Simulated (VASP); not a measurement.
# WO (Pm-3m) in VASP: further runs, part 2 of 2

VASP 6.6.1.

**3. Relaxation of cell and atoms, PBE**

This run uses another cell than the first one, of 8.01 Å³/atom, 0.710 times its volume.

INCAR reads:

```
SYSTEM = WO
  ALGO = Normal
  EDIFF = 1E-7
  EDIFFG = -0.05
  ENCUT = 600
  GGA = PE
  IBRION = 2
  ISIF = 3
  ISMEAR = 0
  LASPH = .TRUE.
  LCHARG = .FALSE.
  LREAL = .FALSE.
  LWAVE = .FALSE.
  NELM = 100
  NSW = 100
  PREC = Accurate
  SIGMA = 0.1
```

KPOINTS reads:

```
k-points
0
G
  8 8 8
  0 0 0
```

POSCAR reads:

```
WO
1.0
    2.5211083403      0.0000000000      0.0000000000
    0.0000000000      2.5211083403      0.0000000000
    0.0000000000      0.0000000000      2.5211083403
W O
1 1
Direct
    0.0000000000      0.0000000000      0.0000000000
    0.5000000000      0.5000000000      0.5000000000
```

Potentials or basis: VASP PAW PBE potentials, release 64 (W_sv, O).

The run is started by

```bash
cat potpaw_PBE.64/W_sv/POTCAR potpaw_PBE.64/O/POTCAR > POTCAR
mpirun -np 1 vasp_std > vasp.out
```

OUTCAR:

```text
SYSTEM = WO
   EDIFF = 1E-7
   EDIFFG = -0.05
   ENCUT = 600
   GGA = PE
   IBRION = 2
   ISIF = 3
   ISMEAR = 0
   LASPH = .TRUE.
   LREAL = .FALSE.
   NELM = 100
   NSW = 100
   PREC = Accurate

 ion  position               nearest neighbor table
   1  0.000  0.000  0.000-   2 2.18   2 2.18   2 2.18   2 2.18   2 2.18   2 2.18   2 2.18   2 2.18

   2  0.500  0.500  0.500-   1 2.18   1 2.18   1 2.18   1 2.18   1 2.18   1 2.18   1 2.18   1 2.18

  LATTYP: Found a simple cubic cell.
 ALAT       =     2.5211083403

  Lattice vectors:

 A1 = (   2.5211083403,   0.0000000000,   0.0000000000)
 A2 = (   0.0000000000,   2.5211083403,   0.0000000000)
 A3 = (   0.0000000000,   0.0000000000,   2.5211083403)

Analysis of symmetry for initial positions (statically):
[... 175 lines left out ...]

------------------------ aborting loop because EDIFF is reached ----------------------------------------

  FORCE on cell =-STRESS in cart. coord.  units (eV):
  Direction    XX          YY          ZZ          XY          YZ          ZX
  --------------------------------------------------------------------------------------
  -------------------------------------------------------------------------------------
  Total       17.1882992     17.1882992     17.1882992     -0.0000000     -0.0000000      0.0000000
  in kB     1718.5768605   1718.5768605   1718.5768605     -0.0000000     -0.0000000      0.0000000
  external PRESSURE =    1718.5768605 kB  Pullay stress =       0.0000000 kB
[... 965 lines left out ...]
--------------------------------------- Ionic step        5  -------------------------------------------

 number of electron      20.0000001 magnetization

 Free energy of the ion-electron system (eV)
  ---------------------------------------------------
  ext. energy  EPLUGINS =         0.00000000
  ---------------------------------------------------
  free energy    TOTEN  =       -17.11834743 eV

  energy without entropy =      -17.10350866  energy(sigma->0) =      -17.11092804

 E-fermi :  11.0027     XC(G=0): -13.3390

 val. band max:       10.9890408405   @ k =   0.5000   0.3750   0.2500
 cond. band min:      11.0096194904   @ k =   0.2500   0.1250   0.1250
 fundamental gap:      0.0205786500
 Fermi energy:        11.0027154161
[... 437 lines left out ...]
  FREE ENERGIE OF THE ION-ELECTRON SYSTEM (eV)
  ---------------------------------------------------
  free  energy   TOTEN  =       -17.1183474305 eV

  energy  without entropy=      -17.1035086567  energy(sigma->0) =      -17.11092804

 reached required accuracy - stopping structural energy minimisation
```

OSZICAR:

```text
N       E                     dE             d eps       ncg     rms          rms(c)
DAV:   1     0.162468079198E+03    0.16247E+03   -0.12688E+04   980   0.186E+03
[... 69 lines left out ...]
DAV:   2    -0.171339776146E+02    0.97883E-01   -0.19042E-01   980   0.471E+00    0.918E-01
DAV:   3    -0.171184772777E+02    0.15500E-01   -0.61296E-02  1066   0.261E+00    0.526E-01
DAV:   4    -0.171179990471E+02    0.47823E-03   -0.25672E-03  1046   0.511E-01    0.379E-01
DAV:   5    -0.171183437813E+02   -0.34473E-03   -0.42145E-04   998   0.211E-01    0.258E-02
DAV:   6    -0.171183495404E+02   -0.57591E-05   -0.35428E-05  1046   0.582E-02    0.778E-03
DAV:   7    -0.171183473897E+02    0.21507E-05   -0.13366E-06   998   0.126E-02    0.555E-04
DAV:   8    -0.171183474305E+02   -0.40821E-07   -0.24396E-08   496   0.169E-03
   5 F= -.17118347E+02 E0= -.17110928E+02  d E =-.257350E+01
```

CONTCAR:

```text
WO
   1.00000000000000
     2.8280689352318422   -0.0000000000000000    0.0000000000000000
    -0.0000000000000000    2.8280689352318422   -0.0000000000000000
    -0.0000000000000000   -0.0000000000000000    2.8280689352318422
  W               O
     1     1
Direct
     0.0000000000000000    0.0000000000000000    0.0000000000000000
     0.5000000000000000    0.5000000000000000    0.5000000000000000

  0.00000000E+00  0.00000000E+00  0.00000000E+00
  0.00000000E+00  0.00000000E+00  0.00000000E+00
```

Run time: 27 s. Hardware: 1 thread of Intel Xeon 6975P-C, shared host; peak memory 0.14 GiB.

What came out:

```yaml
Free_energy: -17.1183 eV
Relaxed_volume: 11.31 Å³/atom
Relaxed_cell: a = 2.828 Å, b = 2.828 Å, c = 2.828 Å, α = 90.00°, β = 90.00°, γ = 90.00°
Space_group_after_relaxing_to_0.05_Å: Pm-3m (No. 221)
Energy_gained_by_relaxing: 1286.8 meV/atom
Ionic_steps: 5
Pressure_after_relaxing: -0.1 GPa
Band_gap_on_the_k_mesh: zero (band 10 reaches 13.38 eV, above the bottom of band 11 at 8.46 eV)
```

Step by step:
```tsv
step	energy change (eV)	largest force (eV/Å)	pressure (GPa)	volume (Å³)
1	0.0000	0.0000	171.86	16.02
2	3.6003	0.0000	-54.68	45.36
3	-2.4676	0.0000	-17.16	24.49
4	-2.5612	0.0000	-6.22	23.23
5	-2.5735	0.0000	-0.13	22.62
```

Final structure:
```
W O
1.0
     2.82807    0.00000    0.00000
     0.00000    2.82807    0.00000
     0.00000    0.00000    2.82807
W O
1 1
Direct
  0.00000 0.00000 0.00000
  0.50000 0.50000 0.50000
```

Caveat: the volume moved by over 15 % at a fixed basis, so the end points are rough; spin-orbit coupling is left out, which moves the levels of the heavy elements.

**4. Single point, r2SCAN**

POSCAR reads:

```
WO
1.0
    2.8260125931      0.0000000000      0.0000000000
    0.0000000000      2.8260125931      0.0000000000
    0.0000000000      0.0000000000      2.8260125931
W O
1 1
Direct
    0.0000000000      0.0000000000      0.0000000000
    0.5000000000      0.5000000000      0.5000000000
```

INCAR.step1 reads:

```
PREC = Accurate
ENCUT = 520
ISMEAR = 0
SIGMA = 0.1
LREAL = F
LASPH = T
NELM = 60
NBANDS = 17
GGA = PE
ALGO = Normal
EDIFF = 1E-4
LWAVE = T
LCHARG = F
```

INCAR.step2 reads:

```
PREC = Accurate
ENCUT = 520
EDIFF = 1E-7
ISMEAR = 0
SIGMA = 0.1
LREAL = F
LASPH = T
NELM = 60
ALGO = Normal
ISIF = 2
LWAVE = F
LCHARG = F
METAGGA = R2SCAN
LMIXTAU = T
NBANDS = 17
ISTART = 1
```

KPOINTS reads:

```
Automatic mesh
0
Gamma
  14 14 14
```

The run is started by

```bash
cat potpaw_PBE.64/W_sv/POTCAR potpaw_PBE.64/O/POTCAR > POTCAR
cp INCAR.step1 INCAR
mpirun -np 1 vasp_std > vasp.out
cp INCAR.step2 INCAR
mpirun -np 1 vasp_std > vasp.out
```

Run time: 71 s. Hardware: 1 thread of Intel Xeon 6975P-C, shared host; peak memory 0.18 GiB.

Results (log left out):

- Free energy: -56.4454 eV
- Pressure: -5.7 GPa
- Band gap on the k mesh: zero (band 10 reaches 13.55 eV, above the bottom of band 11 at 8.58 eV)

Levels at points of the mesh, in eV from the Fermi level:
| k point | band 7 | band 8 | band 9 | band 10 | band 11 | band 12 | band 13 | band 14 |
| --- | --- | --- | --- | --- | --- | --- | --- | --- |
| (0.00, 0.00, 0.00) | -5.39 | -5.39 | -5.18 | -5.18 | -2.43 | 2.31 | 2.31 | 2.31 |
| (0.50, 0.00, 0.00) | -6.33 | -6.33 | -4.32 | 0.87 | 2.38 | 2.38 | 2.70 | 5.05 |
| (0.50, 0.50, 0.00) | -7.68 | -4.93 | -4.35 | -1.79 | -0.11 | -0.11 | 4.28 | 9.05 |
| (0.50, 0.50, 0.50) | -9.51 | -9.51 | 2.54 | 2.54 | 2.54 | 4.48 | 4.48 | 6.96 |

Caveat: the PAW data sets were made with another functional, which shifts forces and pressure a little; spin-orbit coupling is left out, which moves the levels of the heavy elements.

**5. Single point, r2SCAN, collinear spin, ferromagnetic start**

POSCAR is that of step 4.

INCAR.step1 reads:

```
SYSTEM = WO
ALGO = Normal
EDIFF = 1E-4
ENCUT = 520
GGA = PE
ISMEAR = 0
ISPIN = 2
LASPH = .TRUE.
LCHARG = .FALSE.
LMAXMIX = 4
LREAL = .FALSE.
LWAVE = .TRUE.
MAGMOM = 2.5 0
NBANDS = 21
NELM = 150
PREC = Accurate
SIGMA = 0.1
```

INCAR.step2 reads:

```
SYSTEM = WO
ALGO = Normal
EDIFF = 1E-6
ENCUT = 520
ISIF = 2
ISMEAR = 0
ISPIN = 2
ISTART = 1
LASPH = .TRUE.
LCHARG = .TRUE.
LELF = .TRUE.
LMAXMIX = 4
LMIXTAU = .TRUE.
LORBIT = 11
LREAL = .FALSE.
LVHAR = .TRUE.
LWAVE = .FALSE.
MAGMOM = 2.5 0
METAGGA = R2SCAN
NBANDS = 21
NELM = 150
PREC = Accurate
SIGMA = 0.1
```

KPOINTS reads:

```
k-points
0
G
  14 14 14
  0 0 0
```

The run is started by

```bash
cat potpaw_PBE.64/W_sv/POTCAR potpaw_PBE.64/O/POTCAR > POTCAR
cp INCAR.step1 INCAR
mpirun -np 1 vasp_std > vasp.out
cp INCAR.step2 INCAR
mpirun -np 1 vasp_std > vasp.out
```

It took 2.7 min on 1 thread of Intel Xeon 6975P-C, shared host; peak memory 0.22 GiB.

It converged, with:

* Free energy: -56.4454 eV
* Pressure: -5.6 GPa
* Band gap on the k mesh: zero (filled and empty bands overlap)
* Net moment: 0.00 μB per cell
* Valence electrons inside the program's atomic spheres: W 11.87; O 4.92

Levels at points of the mesh, in eV from the Fermi level:
Spin up:
| k point | band 6 | band 7 | band 8 | band 9 | band 10 | band 11 | band 12 | band 13 | band 14 | band 15 |
| --- | --- | --- | --- | --- | --- | --- | --- | --- | --- | --- |
| (0.00, 0.00, 0.00) | -5.39 | -5.39 | -5.39 | -5.18 | -5.18 | -2.43 | 2.31 | 2.31 | 2.31 | 17.80 |
| (0.50, 0.00, 0.00) | -10.58 | -6.33 | -6.33 | -4.32 | 0.87 | 2.38 | 2.38 | 2.70 | 5.05 | 8.14 |
| (0.50, 0.50, 0.00) | -7.68 | -7.68 | -4.93 | -4.35 | -1.79 | -0.11 | -0.11 | 4.28 | 9.05 | 9.67 |
| (0.50, 0.50, 0.50) | -9.51 | -9.51 | -9.51 | 2.54 | 2.54 | 2.54 | 4.48 | 4.48 | 6.96 | 6.96 |
Spin down:
| k point | band 8 | band 9 | band 10 | band 11 | band 12 | band 13 |
| --- | --- | --- | --- | --- | --- | --- |
| (0.00, 0.00, 0.00) | -5.39 | -5.18 | -5.18 | -2.43 | 2.31 | 2.31 |
| (0.50, 0.00, 0.00) | -6.33 | -4.32 | 0.87 | 2.38 | 2.38 | 2.70 |
| (0.50, 0.50, 0.00) | -4.93 | -4.35 | -1.79 | -0.11 | -0.11 | 4.28 |
| (0.50, 0.50, 0.50) | -9.50 | 2.54 | 2.54 | 2.54 | 4.48 | 4.48 |

Caveat: the PAW data sets were made with another functional, which shifts forces and pressure a little; spin-orbit coupling is left out, which moves the levels of the heavy elements.

**6. The runs side by side**

```csv
task,level,spin,cell,k mesh,cutoff (eV),gap on the mesh (eV),pressure (GPa)
single point,PBE,off,"a = 2.825 Å, 2 atoms",8 × 8 × 8,520,none,0.9
relaxation of cell and atoms,PBE,off,"relaxed from a = 2.521 Å, 2 atoms",8 × 8 × 8,600,none,-0.1
single point,r2SCAN,off,"a = 2.826 Å, 2 atoms",14 × 14 × 14,520,none,-5.7
single point,r2SCAN,"collinear, ferromagnetic start","a = 2.826 Å, 2 atoms",14 × 14 × 14,520,none,-5.6
```

Alike in all rows: potentials or basis VASP PAW PBE potentials, release 64 (W_sv, O); smearing gaussian 0.1 eV.

Every run on the cell as given and a fine mesh finds a metal. The pressure there spans -5.7 GPa (r2SCAN) to 0.9 GPa (PBE); a positive pressure means that this level wants a larger cell, a negative one a smaller.

Caveats: spin-orbit coupling is left out, which moves the levels of the heavy elements; the PAW data sets were made with another functional, which shifts forces and pressure a little (some runs); the volume moved by over 15 % at a fixed basis, so the end points are rough (some runs).

Absolute energies hang on the potentials; compare differences alone.
